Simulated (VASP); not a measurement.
Wanted: the native input for a VASP 6.6.1 run.

```yaml
Task: single point
Functional: PBE
Potentials_or_basis: VASP PAW PBE potentials, release 64 (Sr_sv)
Cutoff: 520 eV
k_mesh: 16 × 16 × 16
Occupations: gaussian, width 0.15 eV
Spin: no spin polarisation
Dipole_correction: no
Further_INCAR_settings: ALGO = Fast; EDIFF = 1e-06; NBANDS = 11
```

The structure of Sr lies in POSCAR:

```
Sr
1.0
    0.0000000000      3.5121365236      2.2828887403
    3.5121365236      0.0000000000      2.2828887403
    3.5121365236      3.5121365236      0.0000000000
Sr
1
Direct
    0.0000000000      0.0000000000      0.0000000000
```

This cell differs from its parent crystal: ratio of the length along z to the lengths across it x 0.65, volume and fractional coordinates fixed.

These files were run (other wordings do the same):

INCAR

```
SYSTEM = Sr
PREC     = Accurate       ! precision mode
ENCUT    = 520            ! plane-wave cutoff, eV
EDIFF    = 1E-6           ! SCF threshold, eV
ISMEAR   = 0              ! smearing method
SIGMA    = 0.15           ! smearing width, eV
LREAL    = .False.        ! projectors in reciprocal space
LASPH    = .True.         ! aspherical terms in the spheres
NELM     = 80             ! most SCF steps
ALGO     = Fast           ! electronic algorithm
ISIF     = 2              ! what is computed and relaxed
LWAVE    = .False.        ! write WAVECAR
LCHARG   = .False.        ! write CHGCAR
GGA      = PE             ! functional
NBANDS   = 11             ! bands
```

KPOINTS

```
Automatic mesh
0
Gamma
  16 16 16
  0 0 0
```

Potentials or basis: VASP PAW PBE potentials, release 64 (Sr_sv).

Run with:

```sh
$ cat potpaw_PBE.64/Sr_sv/POTCAR > POTCAR
$ mpirun -np 1 vasp_std > vasp.out
```

Results of the run:

```
Pressure               : -0.4 GPa
Band gap on the k mesh : zero (band 5 reaches 1.80 eV, above the bottom of band 6 at 1.42 eV)
```

Run time: 75 s on 1 thread of Intel(R) Xeon(R) 6975P-C (Granite Rapids), with other jobs on the host, peak memory 0.36 GiB.
